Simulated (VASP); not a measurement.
# NbIn2S3 (P4mm) in VASP: notebook, part 3 of 3

VASP 6.6.1.

## Step 4: Relaxation of cell and atoms, PBE

This run uses another cell than the first one, of 20.99 Å³/atom, 1.027 times its volume.

The input, INCAR:

```
SYSTEM = NbIn2S3
  PREC = Accurate
  ENCUT = 600
  EDIFF = 1E-6
  ISMEAR = 0
  SIGMA = 0.1
  LREAL = .False.
  LASPH = .True.
  NELM = 80
  ALGO = Normal
  ISIF = 3
  LWAVE = .False.
  LCHARG = .False.
  GGA = PE
  IBRION = 2
  NSW = 90
  EDIFFG = -0.04
```

The input, KPOINTS:

```
regular mesh
0
Gamma
  6 6 2
  0 0 0
```

The input, POSCAR:

```
NbIn2S3
1.0
    3.3575222093      0.0000000000      0.0000000000
    0.0000000000      3.3575222093      0.0000000000
    0.0000000000      0.0000000000     11.1742569918
Nb In S
1 2 3
Direct
    0.0000000000      0.0000000000      0.5673465079
    0.5000000000      0.5000000000      0.7433366380
    0.0000000000      0.0000000000      0.2550001664
    0.5000000000      0.0000000000      0.9838709068
    0.0000000000      0.5000000000      0.9838709068
    0.5000000000      0.5000000000      0.4665739140
```

Potentials or basis: VASP PAW PBE potentials, release 64 (Nb_sv, In_d, S).

Command:

```
$ cat potpaw_PBE.64/Nb_sv/POTCAR potpaw_PBE.64/In_d/POTCAR potpaw_PBE.64/S/POTCAR > POTCAR
$ mpirun -np 1 vasp_std > vasp.out
```

OUTCAR:

```text
SYSTEM = NbIn2S3
   PREC = Accurate
   ENCUT = 600
   EDIFF = 1E-6
   ISMEAR = 0
   LREAL = .False.
   LASPH = .True.
   NELM = 80
   ISIF = 3
   GGA = PE
   IBRION = 2
   NSW = 90
   EDIFFG = -0.04

 ion  position               nearest neighbor table
   1  0.000  0.000  0.567-   6 2.63   6 2.63   6 2.63   6 2.63   2 3.08   2 3.08   2 3.08   2 3.08
                             3 3.49
   2  0.500  0.500  0.743-   1 3.08   1 3.08   1 3.08   1 3.08   6 3.09   4 3.17   4 3.17   5 3.17
                             5 3.17
   3  0.000  0.000  0.255-   6 3.35   6 3.35   6 3.35   6 3.35   1 3.49
   4  0.500  0.000  0.984-   5 2.37   5 2.37   5 2.37   5 2.37   2 3.17   2 3.17
   5  0.000  0.500  0.984-   4 2.37   4 2.37   4 2.37   4 2.37   2 3.17   2 3.17
   6  0.500  0.500  0.467-   1 2.63   1 2.63   1 2.63   1 2.63   2 3.09   3 3.35   3 3.35   3 3.35
                             3 3.35

  LATTYP: Found a simple tetragonal cell.
 ALAT       =     3.3575222093
 C/A-ratio  =     3.3281260094

  Lattice vectors:

 A1 = (   3.3575222093,   0.0000000000,   0.0000000000)
 A2 = (   0.0000000000,   3.3575222093,   0.0000000000)
 A3 = (   0.0000000000,   0.0000000000,  11.1742569918)

Analysis of symmetry for initial positions (statically):
=====================================================================
 Subroutine PRICEL returns:
 Original cell was already a primitive cell.

 Routine SETGRP: Setting up the symmetry group for a
 simple tetragonal supercell.

 Subroutine GETGRP returns: Found  8 space group operations
 (whereof  8 operations were pure point group operations)
 out of a pool of 16 trial point group operations.

The static configuration has the point symmetry C_4v.

Analysis of symmetry for dynamics (positions and initial velocities):
=====================================================================
 Subroutine PRICEL returns:
 Original cell was already a primitive cell.

 Routine SETGRP: Setting up the symmetry group for a
 simple tetragonal supercell.

 Subroutine GETGRP returns: Found  8 space group operations
 (whereof  8 operations were pure point group operations)
[... 129 lines left out ...]
   LORBIT       =      0    0 simple, 1 ext, 2 COOP (PROOUT), +10 PAW based schemes
   GGA     = PE    functional components
   LHFCALC =     F    Hartree Fock is set to
   AEXX    =    0.0000 exact exchange contribution
   IVDW    =     0    specifies the selected vdW correction
   LEPSILON=     F    determine dielectric tensor
   LRPA    =     F    only Hartree local field effects (RPA)
 conjugate gradient relaxation of ions
 non-spin polarized calculation
 Gauss-broadening in eV      SIGMA  =   0.10
  energy-cutoff  :      600.00
  volume of cell :      125.97
 maximum number of plane-waves:      4236
 NGX is ok and might be reduce to    28
   NGX = 13   NGY = 13   NGZ = 45

--------------------------------------- Ionic step        1  -------------------------------------------

 number of electron      56.9999999 magnetization

 Free energy of the ion-electron system (eV)
  ---------------------------------------------------
  ext. energy  EPLUGINS =         0.00000000
  ---------------------------------------------------
  free energy    TOTEN  =       -27.75072497 eV

  energy without entropy =      -27.72163072  energy(sigma->0) =      -27.73617785

------------------------ aborting loop because EDIFF is reached ----------------------------------------

  FORCE on cell =-STRESS in cart. coord.  units (eV):
  Direction    XX          YY          ZZ          XY          YZ          ZX
  --------------------------------------------------------------------------------------
  -------------------------------------------------------------------------------------
  Total       -0.5558430     -0.5558430     -0.9798467      0.0000000      0.0000000      0.0000000
  in kB       -7.0697860     -7.0697860    -12.4627035      0.0000000      0.0000000      0.0000000
  external PRESSURE =      -8.8674251 kB  Pullay stress =       0.0000000 kB
[... 101 lines left out ...]
  FREE ENERGIE OF THE ION-ELECTRON SYSTEM (eV)
  ---------------------------------------------------
  free  energy   TOTEN  =       -27.7808800859 eV

  energy  without entropy=      -27.7531116106  energy(sigma->0) =      -27.76699585

[... ionic steps 4 to 13 ...]

--------------------------------------- Ionic step       14  -------------------------------------------

 number of electron      56.9999994 magnetization

------------------------ aborting loop because EDIFF is reached ----------------------------------------
[... 75 lines left out ...]
--------------------------------------- Ionic step       16  -------------------------------------------

 number of electron      56.9999991 magnetization

 Free energy of the ion-electron system (eV)
  ---------------------------------------------------
  ext. energy  EPLUGINS =         0.00000000
  ---------------------------------------------------
  free energy    TOTEN  =       -27.83829476 eV

  energy without entropy =      -27.82311998  energy(sigma->0) =      -27.83070737

 E-fermi :   7.7471     XC(G=0): -10.5005

 val. band max:        7.7435623099   @ k =   0.5000   0.3333   0.5000
 cond. band min:       7.7477052379   @ k =   0.5000   0.5000   0.0000
 fundamental gap:      0.0041429280
 Fermi energy:         7.7470557947

 k-point     1 :       0.0000    0.0000    0.0000
  band No.  band energies     occupation
      1     -47.9168      2.00000
      2     -23.9293      2.00000
      3     -23.9101      2.00000
      4     -23.9101      2.00000
      5      -9.2193      2.00000
      6      -7.1090      2.00000
[... 762 lines left out ...]
  FREE ENERGIE OF THE ION-ELECTRON SYSTEM (eV)
  ---------------------------------------------------
  free  energy   TOTEN  =       -27.8382947579 eV

  energy  without entropy=      -27.8231199758  energy(sigma->0) =      -27.83070737

 reached required accuracy - stopping structural energy minimisation
```

CONTCAR:

```text
NbIn2S3
   1.00000000000000
     3.3705754211492507    0.0000000000000000    0.0000000000000000
     0.0000000000000000    3.3705754211492507    0.0000000000000000
    -0.0000000000000000    0.0000000000000000   11.0226619331742093
  Nb              In              S
     1     2     3
Direct
     0.0000000000000000    0.0000000000000000    0.5689673398626740
     0.5000000000000000    0.5000000000000000    0.7523018581493821
     1.0000000000000000    0.0000000000000000    0.2341380767843848
     0.5000000000000000    0.0000000000000000    0.9850643214843616
     0.0000000000000000    0.5000000000000000    0.9850643214843616
     0.5000000000000000    0.5000000000000000    0.4744631221348404

  0.00000000E+00  0.00000000E+00  0.00000000E+00
  0.00000000E+00  0.00000000E+00  0.00000000E+00
  0.00000000E+00  0.00000000E+00  0.00000000E+00
  0.00000000E+00  0.00000000E+00  0.00000000E+00
  0.00000000E+00  0.00000000E+00  0.00000000E+00
  0.00000000E+00  0.00000000E+00  0.00000000E+00
```

Run time: 12 min. Hardware: 1 thread of Intel Xeon 6975P-C (Granite Rapids), shared host; peak memory 0.33 GiB.

Results:

| Item | Value |
| --- | --- |
| Free energy | -27.8383 eV |
| Relaxed volume | 20.87 Å³/atom |
| Relaxed cell | a = 3.371 Å, b = 3.371 Å, c = 11.023 Å, α = 90.00°, β = 90.00°, γ = 90.00° |
| Space group after relaxing (to 0.05 Å) | P4mm (No. 99) |
| Energy gained by relaxing | 14.6 meV/atom |
| Ionic steps | 16 |
| Pressure after relaxing | 0.1 GPa |
| Largest force after relaxing | 0.037 eV/Å |

Forces in eV/Å, atoms in the order of the input:
```
Nb   0.000  0.000 -0.008
In   0.000  0.000  0.037
In   0.000  0.000 -0.025
S    0.000  0.000  0.013
S    0.000  0.000  0.013
S    0.000  0.000 -0.029
```

Step by step:
| step | energy change (eV) | largest force (eV/Å) | pressure (GPa) | volume (Å³) |
| --- | --- | --- | --- | --- |
| 1 | 0.0000 | 0.5513 | -0.89 | 125.97 |
| 2 | -0.0282 | 0.3025 | 0.51 | 123.86 |
| 3 | -0.0302 | 0.2927 | 1.01 | 123.17 |
| 4 | -0.0497 | 0.2549 | 0.39 | 124.35 |
| 5 | -0.0546 | 0.3191 | -0.08 | 125.32 |
| 6 | -0.0647 | 0.2038 | -0.30 | 125.48 |
| 7 | -0.0714 | 0.1631 | -0.68 | 125.77 |
| 8 | -0.0768 | 0.1191 | 0.05 | 124.57 |
| 9 | -0.0770 | 0.1079 | 0.23 | 124.29 |
| 10 | -0.0799 | 0.0983 | 0.22 | 124.46 |
| 11 | -0.0841 | 0.0808 | 0.21 | 124.97 |
| 12 | -0.0857 | 0.0704 | -0.26 | 125.78 |
| 13 | -0.0857 | 0.0701 | -0.28 | 125.81 |
| 14 | -0.0869 | 0.0507 | -0.16 | 125.63 |
| 15 | -0.0871 | 0.0547 | -0.08 | 125.51 |
| 16 | -0.0876 | 0.0371 | 0.13 | 125.23 |

Final structure:
```cif
data_structure
_symmetry_space_group_name_H-M 'P 1'
_symmetry_Int_Tables_number 1
_cell_length_a 3.3706
_cell_length_b 3.3706
_cell_length_c 11.0227
_cell_angle_alpha 90.000
_cell_angle_beta 90.000
_cell_angle_gamma 90.000
_cell_volume 125.23
loop_
_atom_site_label
_atom_site_type_symbol
_atom_site_fract_x
_atom_site_fract_y
_atom_site_fract_z
_atom_site_occupancy
Nb1 Nb 0.00000 0.00000 0.56897 1
In1 In 0.50000 0.50000 0.75230 1
In2 In 0.00000 0.00000 0.23414 1
S1 S 0.50000 0.00000 0.98506 1
S2 S 0.00000 0.50000 0.98506 1
S3 S 0.50000 0.50000 0.47446 1
```

Caveat: spin-orbit coupling is left out, which moves the levels of the heavy elements.

## Step 5: Single point, PBE

This run uses another cell than the first one, of 20.70 Å³/atom, 1.012 times its volume.

The input, INCAR:

```
SYSTEM = NbIn2S3
PREC     = Accurate       ! precision mode
ENCUT    = 520            ! plane-wave cutoff, eV
EDIFF    = 1E-6           ! SCF threshold, eV
ISMEAR   = 0              ! smearing method
SIGMA    = 0.1            ! smearing width, eV
LREAL    = .False.        ! projectors in reciprocal space
LASPH    = .True.         ! aspherical terms in the spheres
NELM     = 80             ! most SCF steps
ALGO     = Normal         ! electronic algorithm
ISIF     = 2              ! what is computed and relaxed
LWAVE    = .False.        ! write WAVECAR
LCHARG   = .True.         ! write CHGCAR
GGA      = PE             ! functional
LELF     = .True.         ! ELF
LVHAR    = .True.       
NBANDS   = 38             ! bands
```

The input, KPOINTS:

```
Automatic mesh
0
Gamma
  12 12 4
  0 0 0
```

The input, POSCAR:

```
NbIn2S3
1.0
    3.3705569118      0.0000000000      0.0000000000
    0.0000000000      3.3705569118      0.0000000000
    0.0000000000      0.0000000000     10.9341411950
Nb In S
1 2 3
Direct
    0.0000000000      0.0000000000      0.5644477001
    0.5000000000      0.5000000000      0.7472951516
    0.0000000000      0.0000000000      0.2449822206
    0.5000000000      0.0000000000      0.9880835489
    0.0000000000      0.5000000000      0.9880835489
    0.5000000000      0.5000000000      0.4671068698
```

Command:

```
$ cat potpaw_PBE.64/Nb_sv/POTCAR potpaw_PBE.64/In_d/POTCAR potpaw_PBE.64/S/POTCAR > POTCAR
$ mpirun -np 1 vasp_std > vasp.out
```

Wall time 3.4 min (1 thread of Intel Xeon 6975P-C (Granite Rapids), shared host); peak memory 0.48 GiB.

It converged, with:

| Quantity | Value |
| --- | --- |
| Free energy | -27.8392 eV |
| Pressure | -0.2 GPa |
| Largest force | 0.020 eV/Å |

Forces on the atoms (eV/Å):
```
Nb   0.000  0.000 -0.010
In   0.000  0.000 -0.005
In   0.000  0.000 -0.002
S    0.000  0.000 -0.001
S    0.000  0.000 -0.001
S    0.000  0.000  0.020
```

Stress tensor (GPa, compression positive):
```
-0.19  0.00  0.00
 0.00 -0.19  0.00
 0.00  0.00 -0.08
```

Levels at points of the mesh, in eV from the Fermi level:
| k point | band 26 | band 27 | band 28 | band 29 | band 30 | band 31 |
| --- | --- | --- | --- | --- | --- | --- |
| (0.00, 0.00, 0.00) | -2.56 | 0.17 | 0.28 | 0.73 | 1.37 | 1.37 |
| (0.50, 0.00, 0.00) | -2.69 | -1.96 | -1.23 | -1.18 | -0.58 | -0.03 |
| (0.50, 0.50, 0.00) | -1.38 | -1.38 | -1.28 | -0.01 | 0.81 | 0.81 |
| (0.00, 0.00, 0.50) | -2.56 | 0.28 | 0.73 | 1.06 | 1.36 | 1.36 |
| (0.50, 0.00, 0.50) | -2.58 | -1.68 | -1.26 | -1.19 | -0.67 | -0.53 |
| (0.50, 0.50, 0.50) | -1.32 | -1.32 | -1.32 | 0.19 | 0.72 | 0.72 |

Caveat: spin-orbit coupling is left out, which moves the levels of the heavy elements.

## Step 6: Overview

| task | spin | cell | k mesh | cutoff (eV) | gap on the mesh (eV) | pressure (GPa) | relaxed volume (Å³/atom) | largest force (eV/Å) |
| --- | --- | --- | --- | --- | --- | --- | --- | --- |
| single point | collinear, zero start | a = 3.866, b = 3.866, c = 8.208 Å, 6 atoms | 4 × 4 × 2 | 520 | none | 0.4 | - | 1.39 |
| relaxation of cell and atoms | off | relaxed from a = 3.866, b = 3.866, c = 8.208 Å, 6 atoms | 4 × 4 × 2 | 600 | none | 0.0 | 21.80 | 0.03 |
| relaxation of cell and atoms | off | relaxed from a = 3.358, b = 3.358, c = 11.174 Å, 6 atoms | 6 × 6 × 2 | 600 | none | 0.1 | 20.87 | 0.04 |
| single point | off | a = 3.371, b = 3.371, c = 10.934 Å, 6 atoms | 12 × 12 × 4 | 520 | none | -0.2 | - | 0.02 |

Alike in all rows: level PBE; potentials or basis VASP PAW PBE potentials, release 64 (Nb_sv, In_d, S); smearing gaussian 0.1 eV.

Caveats: some runs use coarse meshes; spin-orbit coupling is left out, which moves the levels of the heavy elements; forces of over 1 eV/Å act on the atoms, so gaps and moduli don't describe the material at rest (some runs).

Absolute energies hang on the potentials; compare differences alone.
